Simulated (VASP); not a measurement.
Here is a VASP 6.6.1 calculation.

File INCAR:

```
PREC = Accurate ; ENCUT = 520
EDIFF = 1E-6 ; ISMEAR = 0
SIGMA = 0.1 ; LREAL = False
LASPH = True ; NELM = 60
ALGO = Normal ; ISIF = 2
LWAVE = False ; LCHARG = True
GGA = PE ; LELF = True
LVHAR = True ; NBANDS = 49
```

Contents of KPOINTS:

```
regular mesh
0
Gamma
  8 8 8
```

POSCAR

```
HfGe3W2
1.0
    2.6267064107     -4.5571111603      0.0000000000
    2.6267064107      4.5571111603      0.0000000000
    0.0000000000      0.0000000000      4.4228924810
Hf Ge W
1 3 2
Direct
    0.5000000000      0.5000000000      0.0000000000
    0.1722090313      0.8277909687      0.0000000000
    0.8277909687      0.1722090313      0.0000000000
    0.0000000000      0.0000000000      0.5000000000
    0.0000000000      0.5000000000      0.5000000000
    0.5000000000      0.0000000000      0.5000000000
```

Potentials or basis: VASP PAW PBE potentials, release 64 (Hf_pv, Ge_d, W_sv).

Command:

```bash
$ cat potpaw_PBE.64/Hf_pv/POTCAR potpaw_PBE.64/Ge_d/POTCAR potpaw_PBE.64/W_sv/POTCAR > POTCAR
$ mpirun -np 1 vasp_std > vasp.out
```

(1) Predict the band gap on the k mesh.

(2) Predict the pressure.

## Answers

(1) zero (bands 40 and 41 overlap by 0.81 eV).

(2) 0.0 GPa.

Caveat: spin-orbit coupling is left out, which moves the levels of the heavy elements.
